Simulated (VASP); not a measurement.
Set up this calculation in VASP 6.6.1, as the native input.

```
Task                   : single point
Functional             : PBE
Potentials or basis    : VASP PAW PBE potentials, release 64 (Zn, S)
Cutoff                 : 500 eV
k mesh                 : 6 × 6 × 6
Occupations            : gaussian, width 0.01 eV
Spin                   : no spin polarisation
Dipole correction      : no
Further INCAR settings : ALGO = Normal; EDIFF = 1e-06; NBANDS = 16
```

The structure of ZnS lies in POSCAR:

```
ZnS
1.0
    0.0000000000      2.7214990588      2.7214990588
    2.7214990588      0.0000000000      2.7214990588
    2.7214990588      2.7214990588      0.0000000000
Zn S
1 1
Direct
    0.2500000000      0.2500000000      0.2500000000
    0.0000000000      0.0000000000      0.0000000000
```

The input as run:

INCAR

```
SYSTEM = ZnS
  PREC = Accurate
  ENCUT = 500
  EDIFF = 1E-6
  ISMEAR = 0
  SIGMA = 0.01
  LREAL = .False.
  LASPH = .True.
  NELM = 120
  ALGO = Normal
  ISIF = 2
  LWAVE = .False.
  LCHARG = .True.
  GGA = PE
  LELF = .True.
  LVHAR = .True.
  NBANDS = 16
  GGA_COMPAT = .False.
```

KPOINTS

```
Automatic mesh
0
Gamma
  6 6 6
  0 0 0
```

Potentials or basis: VASP PAW PBE potentials, release 64 (Zn, S).

Launch:

```bash
$ cat potpaw_PBE.64/Zn/POTCAR potpaw_PBE.64/S/POTCAR > POTCAR
$ mpirun -np 1 vasp_std > vasp.out
```

It gave:

| Item | Value |
| --- | --- |
| Pressure | 0.2 GPa |
| Band gap on the k mesh | 2.02 eV, direct |

It took 15 s on 1 thread of Intel Xeon 8259CL, with other jobs on the host, peak memory 0.15 GiB.
